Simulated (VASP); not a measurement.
# ZrGe2Pd3 (P6/mmm) in VASP: further runs

The runs below take ZrGe2Pd3 through single point, relaxation of cell and atoms, with PBE.

Program: VASP 6.6.1. These are calculated values, not measurements. Logs are shortened: lines on timing, memory, paths and dates and some standing lists are left out, and cuts for length are marked.

### Step 1. The cell of the first run

Symmetry: P6/mmm, No. 191, hexagonal system. Conventional cell: a = 4.473 Å, b = 4.473 Å, c = 9.933 Å, α = 90.00°, β = 90.00°, γ = 120.00°. Within 3.1 Å of Zr (site symmetry 6/mmm) lie 2 Pd at 2.32 Å. Ge (site symmetry -6m2) has 3 Pd at 2.58 Å and 3 Ge at 2.58 Å within 3.4 Å. Within 3.1 Å of Pd (site symmetry 6mm) lie 1 Zr at 2.32 Å and 1 Pd at 2.65 Å. Within 3.4 Å of Pd (site symmetry 6/mmm) lie 6 Ge at 2.58 Å and 2 Pd at 2.65 Å.

The cell was built from a structure type or drawn by symmetry, and may not be a known phase.

### Step 2. Single point, PBE

Contents of INCAR:

```
SYSTEM = ZrGe2Pd3
  PREC = Accurate
  ENCUT = 520
  EDIFF = 1E-6
  ISMEAR = 0
  SIGMA = 0.2
  LREAL = .False.
  LASPH = .True.
  NELM = 100
  ALGO = Fast
  ISIF = 2
  LWAVE = .False.
  LCHARG = .False.
  GGA = PE
  NBANDS = 44
```

Contents of KPOINTS:

```
regular mesh
0
Gamma
  5 5 2
  0 0 0
```

Contents of POSCAR:

```
ZrGe2Pd3
1.0
    4.4733483773      0.0000000000      0.0000000000
   -2.2366741886      3.8740333347      0.0000000000
    0.0000000000      0.0000000000      9.9331760061
Zr Ge Pd
1 2 3
Direct
    0.0000000000      0.0000000000      0.5000000000
    0.3333333333      0.6666666667      0.0000000000
    0.6666666667      0.3333333333      0.0000000000
    0.0000000000      0.0000000000      0.7333862686
    0.0000000000      0.0000000000      0.2666137314
    0.0000000000      0.0000000000      0.0000000000
```

Potentials or basis: VASP PAW PBE potentials, release 64 (Zr_sv, Ge_d, Pd).

On the command line:

```
$ cat potpaw_PBE.64/Zr_sv/POTCAR potpaw_PBE.64/Ge_d/POTCAR potpaw_PBE.64/Pd/POTCAR > POTCAR
$ mpirun -np 1 vasp_std > vasp.out
```

OUTCAR:

```text
SYSTEM = ZrGe2Pd3
   PREC = Accurate
   ENCUT = 520
   EDIFF = 1E-6
   ISMEAR = 0
   LREAL = .False.
   LASPH = .True.
   NELM = 100
   ISIF = 2
   GGA = PE

 ion  position               nearest neighbor table
   1  0.000  0.000  0.500-   4 2.32   5 2.32
   2  0.333  0.667  0.000-   6 2.58   3 2.58   3 2.58   6 2.58   6 2.58   3 2.58
   3  0.667  0.333  0.000-   6 2.58   2 2.58   2 2.58   6 2.58   6 2.58   2 2.58
   4  0.000  0.000  0.733-   1 2.32   6 2.65
   5  0.000  0.000  0.267-   1 2.32   6 2.65
   6  0.000  0.000  0.000-   2 2.58   3 2.58   2 2.58   3 2.58   3 2.58   2 2.58   4 2.65   5 2.65

  LATTYP: Found a hexagonal cell.
 ALAT       =     4.4733483773
 C/A-ratio  =     2.2205236812

  Lattice vectors:

 A1 = (   4.4733483773,   0.0000000000,   0.0000000000)
 A2 = (  -2.2366741886,   3.8740333347,   0.0000000000)
 A3 = (   0.0000000000,   0.0000000000,   9.9331760061)

Analysis of symmetry for initial positions (statically):
=====================================================================
 Subroutine PRICEL returns:
 Original cell was already a primitive cell.

 Routine SETGRP: Setting up the symmetry group for a
 hexagonal supercell.

 Subroutine GETGRP returns: Found 24 space group operations
 (whereof 24 operations were pure point group operations)
 out of a pool of 24 trial point group operations.

The static configuration has the point symmetry D_6h.

Analysis of symmetry for dynamics (positions and initial velocities):
=====================================================================
 Subroutine PRICEL returns:
 Original cell was already a primitive cell.

 Routine SETGRP: Setting up the symmetry group for a
 hexagonal supercell.

 Subroutine GETGRP returns: Found 24 space group operations
 (whereof 24 operations were pure point group operations)
 out of a pool of 24 trial point group operations.

The dynamic configuration has the point symmetry D_6h.

 Subroutine INISYM returns: Found 24 space group operations
 (whereof 24 operations are pure point group operations),
 and found     1 'primitive' translations

----------------------------------------------------------------------------------------

                                     Primitive cell

  volume of cell :     172.1410

  direct lattice vectors                    reciprocal lattice vectors
     4.473348377  0.000000000  0.000000000     0.223546193  0.129064455  0.000000000
    -2.236674189  3.874033335  0.000000000     0.000000000  0.258128909  0.000000000
     0.000000000  0.000000000  9.933176006     0.000000000  0.000000000  0.100672735

  length of vectors
     4.473348377  4.473348377  9.933176006     0.258128909  0.258128909  0.100672735

  position of ions in fractional coordinates (direct lattice)
     0.000000000  0.000000000  0.500000000
     0.333333333  0.666666667  0.000000000
     0.666666667  0.333333333  0.000000000
     0.000000000  0.000000000  0.733386269
     0.000000000  0.000000000  0.266613731
     0.000000000  0.000000000  0.000000000

  ion indices of the primitive-cell ions
   primitive index   ion index
                 1           1
                 2           2
                 3           3
                 4           4
                 5           5
                 6           6

----------------------------------------------------------------------------------------

 KPOINTS: regular mesh

Automatic generation of k-mesh.
 Grid dimensions read from file:
 generate k-points for:    5    5    2

 Generating k-lattice:

  Cartesian coordinates                     Fractional coordinates (reciprocal lattice)
     0.044709239  0.025812891  0.000000000     0.200000000  0.000000000  0.000000000
     0.000000000  0.051625782  0.000000000     0.000000000  0.200000000  0.000000000
     0.000000000  0.000000000  0.050336368     0.000000000  0.000000000  0.500000000

  Length of vectors
     0.051625782  0.051625782  0.050336368

  Shift w.r.t. Gamma in fractional coordinates (k-lattice)
     0.000000000  0.000000000  0.000000000

 Subroutine IBZKPT returns following result:
 ===========================================

 Found     10 irreducible k-points:

 Following reciprocal coordinates:
            Coordinates               Weight
  0.000000  0.000000  0.000000      1.000000
  0.200000  0.000000  0.000000      6.000000
  0.400000 -0.000000  0.000000      6.000000
  0.200000  0.200000  0.000000      6.000000
  0.400000  0.200000  0.000000      6.000000
  0.000000  0.000000  0.500000      1.000000
  0.200000  0.000000  0.500000      6.000000
  0.400000 -0.000000  0.500000      6.000000
  0.200000  0.200000  0.500000      6.000000
  0.400000  0.200000  0.500000      6.000000
   k-points           NKPTS =     10   k-points in BZ     NKDIM =     10   number of bands    NBANDS=     44
   number of dos      NEDOS =    301   number of ions     NIONS =      6
   total plane-waves  NPLWV = 103680
   dimension x,y,z NGX =    36 NGY =   36 NGZ =   80
   dimension x,y,z NGXF=    72 NGYF=   72 NGZF=  160
   ions per type =               1   2   3
   NGX,Y,Z   is equivalent  to a cutoff of  13.38, 13.38, 13.39 a.u.
   NGXF,Y,Z  is equivalent  to a cutoff of  26.76, 26.76, 26.78 a.u.
 SYSTEM =  ZrGe2Pd3
   PREC   = accura    normal or accurate (medium, high low for compatibility)
   ISTART =      0    job   : 0-new  1-cont  2-samecut
   ICHARG =      2    charge: 1-file 2-atom 10-const
   ISPIN  =      1    spin polarized calculation?
   LNONCOLLINEAR =      F non collinear calculations
   LSORBIT =      F    spin-orbit coupling
   LASPH  =      T    aspherical Exc in radial PAW
   ENCUT  =  520.0 eV  38.22 Ry    6.18 a.u.   8.32  8.32 18.47*2*pi/ulx,y,z
   NELM   =    100;   NELMIN=  2; NELMDL= -5     # of ELM steps
   EDIFF  = 0.1E-05   stopping-criterion for ELM
   LREAL  =      F    real-space projection
   EDIFFG = 0.1E-04   stopping-criterion for IOM
   NSW    =      0    number of steps for IOM
   IBRION =     -1    ionic relax: 0-MD 1-quasi-New 2-CG
   NFREE  =      0    steps in history (QN), initial steepest desc. (CG)
   ISIF   =      2    stress and relaxation
   ISYM   =      2    0-nonsym 1-usesym 2-fastsym
   POTIM  = 0.5000    time-step for ionic-motion
   TEBEG  =    0.0;   TEEND  =   0.0 temperature during run
   PSTRESS=    0.0 pullay stress
   NELECT =      70.0000    total number of electrons
   NUPDOWN=      -1.0000    fix difference up-down
   EMIN   =  10.00;   EMAX   =-10.00  energy-range for DOS
   EFERMI =   0.00;   METHOD = LEGACY
   ISMEAR =     0;   SIGMA  =   0.20  broadening in eV -4-tet -1-fermi 0-gaus
   EFERMI_NEDOS =   21; number of points for ismear=-14 and -15
   IALGO  =     68    algorithm
   IMIX   =      4    mixing-type and parameters
     AMIX     =   0.40;   BMIX     =  1.00
     AMIX_MAG =   1.60;   BMIX_MAG =  1.00
  volume/ion in A,a.u.               =      28.69       193.61
  Fermi-wavevector in a.u.,A,eV,Ry     =   1.212866  2.291984 20.014764  1.471044
  Thomas-Fermi vector in A             =   2.348336
   LORBIT       =      0    0 simple, 1 ext, 2 COOP (PROOUT), +10 PAW based schemes
   GGA     = PE    functional components
   LHFCALC =     F    Hartree Fock is set to
   AEXX    =    0.0000 exact exchange contribution
   IVDW    =     0    specifies the selected vdW correction
   LEPSILON=     F    determine dielectric tensor
   LRPA    =     F    only Hartree local field effects (RPA)
 non-spin polarized calculation
 RMM-DIIS sequential band-by-band and
 Gauss-broadening in eV      SIGMA  =   0.20
  energy-cutoff  :      520.00
  volume of cell :      172.14
 maximum number of plane-waves:      4667
 NGX is ok and might be reduce to    36
   NGX = 17   NGY = 17   NGZ = 37

 number of electron      70.0000005 magnetization

 Free energy of the ion-electron system (eV)
  ---------------------------------------------------
  ext. energy  EPLUGINS =         0.00000000
  ---------------------------------------------------
  free energy    TOTEN  =       -28.35010432 eV

  energy without entropy =      -28.22895970  energy(sigma->0) =      -28.28953201

 E-fermi :   4.1541     XC(G=0):  -9.1306

 val. band max:        4.1535511596   @ k =   0.2000   0.0000   0.5000
 cond. band min:       4.1877303372   @ k =   0.2000   0.2000   0.0000
 fundamental gap:      0.0341791777
 Fermi energy:         4.1541458149

 k-point     1 :       0.0000    0.0000    0.0000
  band No.  band energies     occupation
      1     -46.3019      2.00000
      2     -24.4277      2.00000
      3     -24.2777      2.00000
      4     -24.2777      2.00000
      5     -21.0929      2.00000
      6     -21.0263      2.00000
[... 36 lines left out ...]
     43       5.7131      0.00000
     44       7.3272      0.00000

 k-point     2 :       0.2000    0.0000    0.0000
  band No.  band energies     occupation
      1     -46.3016      2.00000
      2     -24.4271      2.00000
      3     -24.2833      2.00000
      4     -24.2792      2.00000
      5     -21.0892      2.00000
      6     -21.0442      2.00000
[... 36 lines left out ...]
     43       6.7701      0.00000
     44       7.7568      0.00000

 k-point     3 :       0.4000   -0.0000    0.0000
  band No.  band energies     occupation
      1     -46.3013      2.00000
      2     -24.4262      2.00000
      3     -24.2924      2.00000
      4     -24.2816      2.00000
      5     -21.0942      2.00000
      6     -21.0702      2.00000
[... 36 lines left out ...]
     43       6.3157      0.00000
     44       8.3899      0.00000

 k-point     4 :       0.2000    0.2000    0.0000
  band No.  band energies     occupation
      1     -46.3013      2.00000
      2     -24.4263      2.00000
      3     -24.2892      2.00000
      4     -24.2826      2.00000
      5     -21.0922      2.00000
      6     -21.0689      2.00000
[... 224 lines left out ...]
     43       6.6480      0.00000
     44       8.4198      0.00000

 k-point     9 :       0.2000    0.2000    0.5000
  band No.  band energies     occupation
      1     -46.3013      2.00000
      2     -24.4264      2.00000
      3     -24.2892      2.00000
      4     -24.2826      2.00000
      5     -21.0922      2.00000
      6     -21.0689      2.00000
[... 36 lines left out ...]
     43       6.5885      0.00000
     44       7.0398      0.00000

 k-point    10 :       0.4000    0.2000    0.5000
  band No.  band energies     occupation
      1     -46.3011      2.00000
      2     -24.4259      2.00000
      3     -24.2921      2.00000
      4     -24.2854      2.00000
      5     -21.1054      2.00000
      6     -21.0737      2.00000
[... 36 lines left out ...]
     43       6.2709      0.00000
     44       6.3681      0.00000

------------------------ aborting loop because EDIFF is reached ----------------------------------------

  FORCE on cell =-STRESS in cart. coord.  units (eV):
  Direction    XX          YY          ZZ          XY          YZ          ZX
  --------------------------------------------------------------------------------------
  -------------------------------------------------------------------------------------
  Total        0.3216292      0.3216292      0.4772969      0.0000000      0.0000000      0.0000000
  in kB        2.9935174      2.9935174      4.4423724      0.0000000      0.0000000      0.0000000
  external PRESSURE =       3.4764691 kB  Pullay stress =       0.0000000 kB

 VOLUME and BASIS-vectors are now :
 -----------------------------------------------------------------------------
  energy-cutoff  :      520.00
  volume of cell :      172.14
      direct lattice vectors                 reciprocal lattice vectors
     4.473348377  0.000000000  0.000000000     0.223546193  0.129064455  0.000000000
    -2.236674189  3.874033335  0.000000000     0.000000000  0.258128909  0.000000000
     0.000000000  0.000000000  9.933176006     0.000000000  0.000000000  0.100672735

 POSITION                                       TOTAL-FORCE (eV/Angst)
 -----------------------------------------------------------------------------------
      0.00000      0.00000      4.96659        -0.000000      0.000000      0.000000
     -0.00000      2.58269      0.00000        -0.000000      0.000000     -0.000000
      2.23667      1.29134      0.00000         0.000000     -0.000000      0.000000
      0.00000      0.00000      7.28485        -0.000000      0.000000      0.098920
      0.00000      0.00000      2.64832        -0.000000      0.000000     -0.098920
      0.00000      0.00000      0.00000        -0.000000      0.000000      0.000000
 -----------------------------------------------------------------------------------
    total drift:                                0.000000      0.000000      0.000000

  FREE ENERGIE OF THE ION-ELECTRON SYSTEM (eV)
  ---------------------------------------------------
  free  energy   TOTEN  =       -28.3501043190 eV

  energy  without entropy=      -28.2289597010  energy(sigma->0) =      -28.28953201
```

It took 3.3 min on 1 thread of Intel Xeon 6975P-C (Granite Rapids), shared host; peak memory 0.36 GiB.

Results:

```yaml
Free_energy: -28.3501 eV
Pressure: 0.3 GPa
Largest_force: 0.099 eV/Å
Band_gap_on_the_k_mesh: zero (bands 35 and 36 overlap by 0.37 eV)
```

Forces in eV/Å, atoms in the order of the input:
```
Zr   0.000  0.000  0.000
Ge   0.000  0.000  0.000
Ge   0.000  0.000  0.000
Pd   0.000  0.000  0.099
Pd   0.000  0.000 -0.099
Pd   0.000  0.000  0.000
```

Stress tensor (GPa, compression positive):
```
0.30 0.00 0.00
0.00 0.30 0.00
0.00 0.00 0.44
```

### Step 3. Relaxation of cell and atoms, PBE

This run uses another cell than the first one, of 16.64 Å³/atom.

Contents of INCAR:

```
SYSTEM = ZrGe2Pd3
PREC = Accurate ; ENCUT = 600
EDIFF = 1E-6 ; ISMEAR = 0
SIGMA = 0.2 ; LREAL = .False.
LASPH = .True. ; NELM = 60
ALGO = Normal ; ISIF = 3
LWAVE = .False. ; LCHARG = .False.
GGA = PE ; IBRION = 2
NSW = 36 ; EDIFFG = -0.08
```

Contents of KPOINTS:

```
Automatic mesh
0
Gamma
  4 4 3
  0 0 0
```

Contents of POSCAR:

```
ZrGe2Pd3
1.0
    4.4924922100      0.0000000000      0.0000000000
   -2.2462461100      3.8906123800      0.0000000000
    0.0000000000      0.0000000000      5.7122709200
Zr Ge Pd
1 2 3
Direct
    0.0000000000      0.0000000000      0.5000000000
    0.0000000000      0.0000000000      0.1443807900
    0.0000000000      0.0000000000      0.8556192100
    0.5000000000      0.0000000000      0.5000000000
    0.0000000000      0.5000000000      0.5000000000
    0.5000000000      0.5000000000      0.5000000000
```

Potentials or basis: VASP PAW PBE potentials, release 64 (Zr_sv, Ge_d, Pd).

On the command line:

```
$ cat potpaw_PBE.64/Zr_sv/POTCAR potpaw_PBE.64/Ge_d/POTCAR potpaw_PBE.64/Pd/POTCAR > POTCAR
$ mpirun -np 1 vasp_std > vasp.out
```

Wall time 11 min (1 thread of Intel Xeon 6975P-C (Granite Rapids), shared host); peak memory 0.26 GiB.

It converged, with:

```
Free energy                           : -29.7222 eV
Relaxed volume                        : 31.90 Å³/atom
Relaxed cell                          : a = 5.387 Å, b = 5.387 Å, c = 7.616 Å, α = 90.00°, β = 90.00°, γ = 120.00°
Space group after relaxing (to 0.1 Å) : P6/mmm (No. 191)
Pressure after relaxing               : 0.0 GPa
Largest force after relaxing          : 0.071 eV/Å
Band gap on the k mesh                : zero (bands 35 and 36 overlap by 0.44 eV)
```

Forces in eV/Å, atoms in the order of the input:
```
Zr   0.000  0.000  0.000
Ge   0.000  0.000 -0.071
Ge   0.000  0.000  0.071
Pd   0.000  0.000  0.000
Pd   0.000  0.000  0.000
Pd   0.000  0.000  0.000
```

Final structure:
```
Zr Ge Pd
1.0
     5.38675    0.00000    0.00000
    -2.69337    4.66506    0.00000
     0.00000    0.00000    7.61551
Zr Ge Pd
1 2 3
Direct
  0.00000 0.00000 0.50000
  0.00000 0.00000 0.15398
  0.00000 0.00000 0.84602
  0.50000 0.00000 0.50000
  0.00000 0.50000 0.50000
  0.50000 0.50000 0.50000
```

Levels at points of the mesh, in eV from the Fermi level:
| k point | band 30 | band 31 | band 32 | band 33 | band 34 | band 35 | band 36 | band 37 | band 38 | band 39 |
| --- | --- | --- | --- | --- | --- | --- | --- | --- | --- | --- |
| (0.00, 0.00, 0.00) | -0.94 | -0.60 | -0.60 | -0.13 | -0.13 | 0.21 | 1.48 | 1.48 | 2.58 | 2.97 |
| (0.50, 0.00, 0.00) | -1.83 | -1.48 | -1.11 | -0.69 | -0.66 | -0.37 | 0.07 | 0.12 | 0.52 | 1.06 |

Caveat: the k points lie up to 0.34 Å⁻¹ apart in the final cell; the volume moved by over 15 % at a fixed basis, so the end points are rough; the relaxation stopped at a loose force limit of 0.08 eV/Å, so its end isn't a converged minimum.

(Continued in part 2 of 2.)
